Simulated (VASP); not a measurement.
Wanted: the native input for a VASP 6.6.1 run.

| Quantity | Value |
| --- | --- |
| Task | single point |
| Functional | PBE |
| Potentials or basis | VASP PAW PBE potentials, release 64 (Ru_pv) |
| Cutoff | 520 eV |
| k mesh | 18 × 18 × 10 |
| Occupations | gaussian, width 0.05 eV |
| Spin | non-collinear spin, zero start, spin-orbit coupling |
| Starting moments | [[0.0, 0.0, 0.0], [0.0, 0.0, 0.0]] μB |
| Dipole correction | no |
| Further INCAR settings | ALGO = Normal; EDIFF = 1e-07; NBANDS = 40 |

The structure of Ru lies in POSCAR:

```
Ru
1.0
    2.7194979192      0.0000000000      0.0000000000
   -1.3597489596      2.3551542836      0.0000000000
    0.0000000000      0.0000000000      4.2963318894
Ru
2
Direct
    0.3333333333      0.6666666667      0.7500000000
    0.6666666667      0.3333333333      0.2500000000
```

One way to write it, as run:

INCAR

```
SYSTEM = Ru
PREC = Accurate ; ENCUT = 520
EDIFF = 1E-7 ; ISMEAR = 0
SIGMA = 0.05 ; LREAL = .FALSE.
LASPH = .TRUE. ; NELM = 150
ALGO = Normal ; ISIF = 2
LWAVE = .FALSE. ; LCHARG = .FALSE.
MAGMOM = 0 0 0 0 0 0 ; LORBIT = 11
LSORBIT = .TRUE. ; GGA_COMPAT = .FALSE.
LORBMOM = .TRUE. ; LMAXMIX = 4
GGA = PE ; NBANDS = 40
```

KPOINTS

```
Automatic mesh
0
G
  18 18 10
  0 0 0
```

Potentials or basis: VASP PAW PBE potentials, release 64 (Ru_pv).

The run is started by

```sh
$ cat potpaw_PBE.64/Ru_pv/POTCAR > POTCAR
$ mpirun -np 1 vasp_ncl > vasp.out
```

It gave:

| Property | Result |
| --- | --- |
| Pressure | 0.3 GPa |
| Net moment | 0.00 μB per cell |
| Valence electrons inside the program's atomic spheres | Ru 12.65 |

Run time: 7.3 min on 1 thread of Oxide Virtual Turin-like Processor, on a shared host, peak memory 0.39 GiB.
